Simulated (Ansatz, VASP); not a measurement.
**One calculation of AgSn2SeI3, two programs**

```
Ag Sn Se I
1.0
     4.66962    0.00000    0.00000
    -2.33481    4.04401    0.00000
     0.00000    0.00000   15.90864
Ag Sn Se I
1 2 1 3
Cartesian
  2.3348 1.3480 7.9543
  0.0000 0.0000 4.6417
  0.0000 0.0000 11.2670
  2.3348 1.3480 0.0000
  2.3348 1.3480 2.7256
  2.3348 1.3480 13.1830
  0.0000 0.0000 7.9543
```

Alike in both runs: functional PBE; k mesh 3 × 3 × 1; occupations gaussian, width 0.15 eV; no spin polarisation.

Ansatz relaxed the structure, and its values are those at the end. VASP's run is a single point on that final structure, the one shown.

|  | VASP | Ansatz |
| --- | --- | --- |
| version | VASP 6.6.1 | Ansatz 0.2.0 |
| potentials or method | VASP PAW PBE potentials, release 64 (Ag, Sn_d, Se, I), cutoff 520 eV | scalar-relativistic, plane waves, PAW |
| valence electrons in the cell | 66 | 114 |

Ansatz gave:

| Property | Result |
| --- | --- |
| gap on the k mesh at the Fermi level (eV) | 0.05 |
| least direct gap on the mesh (eV) | 0.54 |
| pressure (GPa) | -0.3 |
| rms of the force components (eV/Å) | 0.025 |

**Question.** What did VASP give for the same quantities?

**Answer.** gap on the k mesh at the Fermi level (eV): 0.05; least direct gap on the mesh (eV): 0.54; pressure (GPa): -0.3; rms of the force components (eV/Å): 0.022.

VASP's potentials hold 66 valence electrons a cell and Ansatz's 114, so a difference there can come from the potentials and not from the codes.

The k mesh is coarse, so the values compare programs but aren't converged. Spin-orbit coupling is off throughout.
